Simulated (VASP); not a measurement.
## Zr: single point with PBE

Zr:

```xyz
2
Lattice="3.2319 0.0000 0.0000 -1.6159 2.7989 0.0000 0.0000 0.0000 5.1741" Properties=species:S:1:pos:R:3 pbc="T T T"
Zr    0.0000    1.8659    1.2935
Zr    1.6159    0.9330    3.8806
```

```json
{"Program": "VASP 6.6.1", "Task": "single point", "Functional": "PBE", "Potentials or basis": "VASP PAW PBE potentials, release 64 (Zr_sv)", "Cutoff": "520 eV", "k mesh": "4 × 4 × 2", "Occupations": "fermi-dirac, width 0.1 eV", "Spin": "no spin polarisation"}
```

- Pressure: 0.3 GPa
- Band gap on the k mesh: zero (band 12 reaches 9.81 eV, above the bottom of band 13 at 8.87 eV)

Stress tensor (GPa, compression positive):
```
 0.85  0.00  0.00
 0.00  0.85  0.00
 0.00  0.00 -0.72
```

Levels at points of the mesh, in eV from the Fermi level:
```tsv
k point	band 8	band 9	band 10	band 11	band 12	band 13	band 14	band 15	band 16	band 17
(0.00, 0.00, 0.00)	-26.24	-5.52	-2.89	1.00	1.00	1.09	1.24	1.67	1.67	2.29
(0.50, 0.00, 0.00)	-26.35	-2.42	-2.38	-2.01	-0.09	0.69	0.87	1.55	5.02	5.37
(0.00, 0.00, 0.50)	-26.31	-3.83	-3.83	0.14	0.14	0.91	0.91	0.91	0.91	4.05
(0.50, 0.00, 0.50)	-26.47	-2.73	-2.73	-0.93	-0.93	1.74	1.74	2.34	2.34	5.24
```

Run time: 22 s on 1 thread of AMD EPYC 7R13, on a shared host, peak memory 0.12 GiB.

Caveat: the k points lie up to 0.61 Å⁻¹ apart.
